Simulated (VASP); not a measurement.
A run of VASP 6.6.1:

Contents of INCAR:

```
  PREC = Accurate
  ENCUT = 520
  EDIFF = 1E-7
  ISMEAR = 0
  SIGMA = 0.15
  LREAL = F
  LASPH = T
  NELM = 60
  ALGO = Fast
  ISIF = 2
  LWAVE = F
  LCHARG = T
  GGA = PS
  IVDW = 12
  LELF = T
  LVHAR = T
  NBANDS = 8
```

File KPOINTS:

```
regular mesh
0
Gamma
  20 20 20
```

The input POSCAR:

```
Al
1.0
    0.0000000000      2.0239800000      2.0846994000
    2.0239800000      0.0000000000      2.0846994000
    2.0239800000      2.0239800000      0.0000000000
Al
1
Direct
    0.0000000000      0.0000000000      0.0000000000
```

Potentials or basis: VASP PAW PBE potentials, release 64 (Al).

Launch:

```console
$ cat potpaw_PBE.64/Al/POTCAR > POTCAR
$ mpirun -np 1 vasp_std > vasp.out
```

Hardware: 1 thread of Intel(R) Xeon(R) Platinum 8559C (Emerald Rapids), with other jobs on the host.

How long does it take, and how much memory?

It took 32 s on 1 thread of Intel(R) Xeon(R) Platinum 8559C (Emerald Rapids), with other jobs on the host, peak memory 0.2 GiB. Counts: scf iterations 13, k points 641.
